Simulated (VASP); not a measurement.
Here is a VASP 6.6.1 calculation.

The input INCAR:

```
PREC = Accurate
ENCUT = 520
EDIFF = 1E-6
ISMEAR = 0
SIGMA = 0.1
LREAL = False
LASPH = True
NELM = 100
ALGO = Normal
ISIF = 2
LWAVE = False
LCHARG = False
GGA = PE
NBANDS = 9
```

The input KPOINTS:

```
Automatic mesh
0
Gamma
  21 21 12
```

POSCAR

```
Be
1.0
    2.3092989942      0.0000000000      0.0000000000
   -1.1546494971      1.9999115939      0.0000000000
    0.0000000000      0.0000000000      3.6296943412
Be
2
Direct
    0.3333333333      0.6666666667      0.2500000000
    0.6666666667      0.3333333333      0.7500000000
```

Potentials or basis: VASP PAW PBE potentials, release 64 (Be).

Run with:

```sh
$ cat potpaw_PBE.64/Be/POTCAR > POTCAR
$ mpirun -np 1 vasp_std > vasp.out
```

(1) What does it give for the band gap on the k mesh?

(2) Predict the pressure.

Results:

(1) zero (bands 2 and 3 overlap by 2.03 eV).

(2) -6.4 GPa.

Caveat: the cell stands under tension.
